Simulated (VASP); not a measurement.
# SnTe (P6/mmm) in VASP: notebook, part 2 of 2

VASP 6.6.1.

**4. Single point, PBE**

This run uses another cell than the first one, of 61.13 Å³/atom.

The input, INCAR:

```
PREC = Accurate
ENCUT = 520
EDIFF = 1E-6
ISMEAR = 0
SIGMA = 0.1
LREAL = False
LASPH = True
NELM = 80
ALGO = Normal
ISIF = 2
LWAVE = False
LCHARG = False
GGA = PE
NBANDS = 17
```

The input, KPOINTS:

```
Automatic mesh
0
Gamma
  6 6 2
```

The input, POSCAR:

```
SnTe
1.0
    4.0394405400      0.0000000000      0.0000000000
   -2.0197202700      3.4982581300      0.0000000000
    0.0000000000      0.0000000000      8.6516809800
Sn Te
1 1
Direct
    0.0000000000      0.0000000000      0.5000000000
    0.0000000000      0.0000000000      0.0000000000
```

Potentials or basis: VASP PAW PBE potentials, release 64 (Sn_d, Te).

Run with:

```
$ cat potpaw_PBE.64/Sn_d/POTCAR potpaw_PBE.64/Te/POTCAR > POTCAR
$ mpirun -np 1 vasp_std > vasp.out
```

OUTCAR:

```text
PREC = Accurate
   ENCUT = 520
   EDIFF = 1E-6
   ISMEAR = 0
   LREAL = False
   LASPH = True
   NELM = 80
   ISIF = 2
   GGA = PE

 ion  position               nearest neighbor table
   1  0.000  0.000  0.500-
   2  0.000  0.000  0.000-

  LATTYP: Found a hexagonal cell.
 ALAT       =     4.0394405400
 C/A-ratio  =     2.1418017902

  Lattice vectors:

 A1 = (   4.0394405400,   0.0000000000,   0.0000000000)
 A2 = (  -2.0197202700,   3.4982581300,   0.0000000000)
 A3 = (   0.0000000000,   0.0000000000,   8.6516809800)

Analysis of symmetry for initial positions (statically):
=====================================================================
 Subroutine PRICEL returns:
 Original cell was already a primitive cell.

 Routine SETGRP: Setting up the symmetry group for a
 hexagonal supercell.

 Subroutine GETGRP returns: Found 24 space group operations
 (whereof 24 operations were pure point group operations)
 out of a pool of 24 trial point group operations.

The static configuration has the point symmetry D_6h.
[... 146 lines left out ...]
  free energy    TOTEN  =        -4.64534094 eV

  energy without entropy =       -4.64115236  energy(sigma->0) =       -4.64324665

 E-fermi :   0.7841     XC(G=0):  -6.8689

 val. band max:        0.6662707076   @ k =   0.3333   0.3333   0.5000
 cond. band min:       0.8476308214   @ k =   0.1667   0.0000   0.0000
 fundamental gap:      0.1813601138
 Fermi energy:         0.7841103515

 k-point     1 :       0.0000    0.0000    0.0000
  band No.  band energies     occupation
      1     -21.1358      2.00000
      2     -21.0960      2.00000
      3     -21.0960      2.00000
      4     -21.0094      2.00000
      5     -21.0094      2.00000
      6      -9.4318      2.00000
[... 257 lines left out ...]
      4     -20.9981      2.00000
      5     -20.9981      2.00000
      6      -8.6249      2.00000
[... 9 lines left out ...]
     16       7.4038      0.00000
     17       7.4038      0.00000

------------------------ aborting loop because EDIFF is reached ----------------------------------------

  FORCE on cell =-STRESS in cart. coord.  units (eV):
  Direction    XX          YY          ZZ          XY          YZ          ZX
  --------------------------------------------------------------------------------------
  -------------------------------------------------------------------------------------
  Total       -5.0767615     -5.0767615     -3.4014294      0.0000000      0.0000000      0.0000000
  in kB      -66.5309575    -66.5309577    -44.5757309      0.0000000      0.0000000      0.0000000
  external PRESSURE =     -59.2125487 kB  Pullay stress =       0.0000000 kB

 VOLUME and BASIS-vectors are now :
 -----------------------------------------------------------------------------
  energy-cutoff  :      520.00
  volume of cell :      122.26
      direct lattice vectors                 reciprocal lattice vectors
     4.039440540  0.000000000  0.000000000     0.247559034  0.142928275  0.000000000
    -2.019720270  3.498258130  0.000000000     0.000000000  0.285856550  0.000000000
     0.000000000  0.000000000  8.651680980     0.000000000  0.000000000  0.115584475

 POSITION                                       TOTAL-FORCE (eV/Angst)
 -----------------------------------------------------------------------------------
      0.00000      0.00000      4.32584         0.000000      0.000000      0.000000
      0.00000      0.00000      0.00000        -0.000000      0.000000      0.000000
 -----------------------------------------------------------------------------------
    total drift:                                0.000000      0.000000      0.000000

  FREE ENERGIE OF THE ION-ELECTRON SYSTEM (eV)
  ---------------------------------------------------
  free  energy   TOTEN  =        -4.6453409387 eV

  energy  without entropy=       -4.6411523604  energy(sigma->0) =       -4.64324665
```

OSZICAR:

```text
N       E                     dE             d eps       ncg     rms          rms(c)
DAV:   1     0.110969723867E+03    0.11097E+03   -0.90036E+03   476   0.107E+03
DAV:   2     0.601912585956E+01   -0.10495E+03   -0.10301E+03   502   0.258E+02
DAV:   3    -0.462975758584E+01   -0.10649E+02   -0.10477E+02   568   0.830E+01
DAV:   4    -0.498736265086E+01   -0.35761E+00   -0.35614E+00   579   0.163E+01
DAV:   5    -0.500071254324E+01   -0.13350E-01   -0.13350E-01   696   0.313E+00    0.287E+00
DAV:   6    -0.487841764255E+01    0.12229E+00   -0.70177E+00   575   0.379E+00    0.234E+00
DAV:   7    -0.465672137056E+01    0.22170E+00   -0.72112E-01   546   0.228E+00    0.928E-01
DAV:   8    -0.464700991652E+01    0.97115E-02   -0.13222E-01   578   0.149E+00    0.585E-01
DAV:   9    -0.464688005910E+01    0.12986E-03   -0.37098E-03   522   0.380E-01    0.514E-01
DAV:  10    -0.464561724524E+01    0.12628E-02   -0.43164E-03   536   0.274E-01    0.114E-01
DAV:  11    -0.464531166383E+01    0.30558E-03   -0.10773E-03   563   0.126E-01    0.159E-02
DAV:  12    -0.464533679289E+01   -0.25129E-04   -0.71980E-05   503   0.533E-02    0.738E-03
DAV:  13    -0.464534022909E+01   -0.34362E-05   -0.61677E-06   556   0.124E-02    0.334E-03
DAV:  14    -0.464534093867E+01   -0.70959E-06   -0.10041E-06   451   0.644E-03
   1 F= -.46453409E+01 E0= -.46432466E+01  d E =-.418858E-02
```

stdout:

```text
POSCAR found type information on POSCAR SnTe
 POSCAR found :  2 types and       2 ions
 scaLAPACK will be used
 LDA part: xc-table for (Slater+PW92), standard interpolation
 POSCAR, INCAR and KPOINTS ok, starting setup
 FFT: planning ... GRIDC
 FFT: planning ... GRID_SOFT
 FFT: planning ... GRID
 WAVECAR not read
 entering main loop
```

Run time: 27 s. Hardware: 1 thread of Intel Xeon Platinum 8488C (Sapphire Rapids), shared host; peak memory 0.24 GiB.

Results:

| Quantity | Value |
| --- | --- |
| Free energy | -4.6453 eV |
| Pressure | -5.9 GPa |
| Band gap on the k mesh | zero (bands 10 and 11 overlap by 1.69 eV) |

Levels at points of the mesh, in eV from the Fermi level:
```tsv
k point	band 6	band 7	band 8	band 9	band 10	band 11	band 12	band 13	band 14	band 15
(0.00, 0.00, 0.00)	-10.22	-7.35	-1.82	0.78	1.20	1.20	3.68	3.68	4.66	6.79
(0.50, 0.00, 0.00)	-9.51	-5.97	-2.27	-1.39	-0.67	0.36	1.88	2.30	4.34	5.66
(0.00, 0.00, 0.50)	-10.21	-7.37	-1.19	-0.35	1.20	1.20	3.67	3.67	6.23	6.77
(0.50, 0.00, 0.50)	-9.51	-5.99	-2.22	-1.47	-0.25	0.36	1.12	2.28	5.36	5.68
```

Caveat: the k points lie up to 0.36 Å⁻¹ apart, too coarse for converged energies and pressures of a metal; spin-orbit coupling is left out, which moves the levels of the heavy elements.

**5. Relaxation of cell and atoms, PBE**

The input, INCAR:

```
SYSTEM = SnTe
PREC = Accurate ; ENCUT = 600
EDIFF = 1E-7 ; ISMEAR = 0
SIGMA = 0.1 ; LREAL = .False.
LASPH = .True. ; NELM = 80
ALGO = Normal ; ISIF = 3
LWAVE = .False. ; LCHARG = .False.
GGA = PE ; IBRION = 2
NSW = 90 ; EDIFFG = -0.04
```

The input, KPOINTS:

```
regular mesh
0
Gamma
  6 6 4
  0 0 0
```

The input, POSCAR:

```
SnTe
1.0
    3.2287865094      0.0000000000      0.0000000000
   -1.6143932547      2.7962111405      0.0000000000
    0.0000000000      0.0000000000      6.8828063315
Sn Te
1 1
Direct
    0.0000000000      0.0000000000      0.5000000000
    0.0000000000      0.0000000000      0.0000000000
```

Potentials or basis: VASP PAW PBE potentials, release 64 (Sn_d, Te).

Run with:

```
$ cat potpaw_PBE.64/Sn_d/POTCAR potpaw_PBE.64/Te/POTCAR > POTCAR
$ mpirun -np 1 vasp_std > vasp.out
```

OUTCAR:

```text
SYSTEM = SnTe
   PREC = Accurate
   ENCUT = 600
   EDIFF = 1E-7
   ISMEAR = 0
   LREAL = .False.
   LASPH = .True.
   NELM = 80
   ISIF = 3
   GGA = PE
   IBRION = 2
   NSW = 90
   EDIFFG = -0.04

 ion  position               nearest neighbor table
   1  0.000  0.000  0.500-   2 3.44   2 3.44
   2  0.000  0.000  0.000-   1 3.44   1 3.44

  LATTYP: Found a hexagonal cell.
 ALAT       =     3.2287865094
 C/A-ratio  =     2.1317006595

  Lattice vectors:

 A1 = (   3.2287865094,   0.0000000000,   0.0000000000)
 A2 = (  -1.6143932547,   2.7962111405,   0.0000000000)
 A3 = (   0.0000000000,   0.0000000000,   6.8828063315)

Analysis of symmetry for initial positions (statically):
[... 178 lines left out ...]
  -------------------------------------------------------------------------------------
  Total        0.8704295      0.8704295     -1.5718659      0.0000000      0.0000000      0.0000000
  in kB       22.4424032     22.4424032    -40.5276329      0.0000000      0.0000000      0.0000000
  external PRESSURE =       1.4523912 kB  Pullay stress =       0.0000000 kB
[... 167 lines left out ...]
--------------------------------------- Ionic step        6  -------------------------------------------

 number of electron      19.9999999 magnetization

 Free energy of the ion-electron system (eV)
  ---------------------------------------------------
  ext. energy  EPLUGINS =         0.00000000
  ---------------------------------------------------
  free energy    TOTEN  =        -6.87919669 eV

  energy without entropy =       -6.86566008  energy(sigma->0) =       -6.87242839

 E-fermi :   7.0366     XC(G=0):  -9.7288

 val. band max:        7.0352280035   @ k =   0.1667   0.1667   0.2500
 cond. band min:       7.0487083329   @ k =   0.1667   0.1667   0.5000
 fundamental gap:      0.0134803294
 Fermi energy:         7.0366347044

 k-point     1 :       0.0000    0.0000    0.0000
  band No.  band energies     occupation
      1     -14.4210      2.00000
      2     -14.3227      2.00000
      3     -14.3227      2.00000
      4     -14.2746      2.00000
      5     -14.2746      2.00000
      6      -6.3467      2.00000
      7      -2.0039      2.00000
      8       1.6163      2.00000
      9       9.4409      0.00000
     10      10.0183      0.00000
     11      10.0183      0.00000
     12      13.4868      0.00000
     13      15.1429      0.00000
     14      15.1429      0.00000
[... 367 lines left out ...]
  FREE ENERGIE OF THE ION-ELECTRON SYSTEM (eV)
  ---------------------------------------------------
  free  energy   TOTEN  =        -6.8791966900 eV

  energy  without entropy=       -6.8656600832  energy(sigma->0) =       -6.87242839

 reached required accuracy - stopping structural energy minimisation
```

It took 96 s on 1 thread of Intel Xeon Platinum 8488C (Sapphire Rapids), shared host; peak memory 0.22 GiB.

What came out:

```
Free energy                           : -6.8792 eV
Relaxed volume                        : 30.34 Å³/atom
Relaxed cell                          : a = 3.286 Å, b = 3.286 Å, c = 6.487 Å, α = 90.00°, β = 90.00°, γ = 120.00°
Space group after relaxing (to 0.1 Å) : P6/mmm (No. 191)
Energy gained by relaxing             : 31.6 meV/atom
Ionic steps                           : 6
Pressure after relaxing               : 0.0 GPa
Band gap on the k mesh                : zero (bands 10 and 11 overlap by 4.61 eV)
```

Stress tensor (GPa, compression positive):
```
-0.04  0.00  0.00
 0.00 -0.04  0.00
 0.00  0.00  0.05
```

Step by step:
| step | energy change (eV) | largest force (eV/Å) | pressure (GPa) | volume (Å³) |
| --- | --- | --- | --- | --- |
| 1 | 0.0000 | 0.0000 | 0.15 | 62.14 |
| 2 | -0.0548 | 0.0000 | -1.05 | 62.32 |
| 3 | -0.0571 | 0.0000 | -1.11 | 62.34 |
| 4 | -0.0621 | 0.0000 | 0.22 | 60.35 |
| 5 | -0.0626 | 0.0000 | -0.11 | 60.81 |
| 6 | -0.0631 | 0.0000 | -0.01 | 60.68 |

Final structure:
```cif
data_structure
_symmetry_space_group_name_H-M 'P 1'
_symmetry_Int_Tables_number 1
_cell_length_a 3.2865
_cell_length_b 3.2865
_cell_length_c 6.4872
_cell_angle_alpha 90.000
_cell_angle_beta 90.000
_cell_angle_gamma 120.000
_cell_volume 60.68
loop_
_atom_site_label
_atom_site_type_symbol
_atom_site_fract_x
_atom_site_fract_y
_atom_site_fract_z
_atom_site_occupancy
Sn1 Sn 0.00000 0.00000 0.50000 1
Te1 Te 0.00000 0.00000 0.00000 1
```

Caveat: the k points lie up to 0.37 Å⁻¹ apart in the final cell, too coarse for converged energies and pressures of a metal; spin-orbit coupling is left out, which moves the levels of the heavy elements.

**6. The runs side by side**

| task | cell | k mesh | cutoff (eV) | gap on the mesh (eV) | pressure (GPa) |
| --- | --- | --- | --- | --- | --- |
| single point | a = 3.229, b = 3.229, c = 6.883 Å, angles 90.0, 90.0, 120.0°, 2 atoms | 6 × 6 × 2 | 520 | none | -0.1 |
| single point | a = 3.286, b = 3.286, c = 6.488 Å, angles 90.0, 90.0, 120.0°, 2 atoms | 6 × 6 × 4 | 520 | none | 0.0 |
| single point | a = 4.039, b = 4.039, c = 8.652 Å, angles 90.0, 90.0, 120.0°, 2 atoms | 6 × 6 × 2 | 520 | none | -5.9 |
| relaxation of cell and atoms | relaxed from a = 3.229, b = 3.229, c = 6.883 Å, angles 90.0, 90.0, 120.0°, 2 atoms | 6 × 6 × 4 | 600 | none | 0.0 |

Alike in all rows: level PBE; potentials or basis VASP PAW PBE potentials, release 64 (Sn_d, Te); no spin polarisation; smearing gaussian 0.1 eV.

Caveats: all runs use coarse meshes; spin-orbit coupling is left out, which moves the levels of the heavy elements.

Absolute energies hang on the potentials; compare differences alone.

The gap in the log of VASP goes by the Fermi energy; the results here count the filled bands.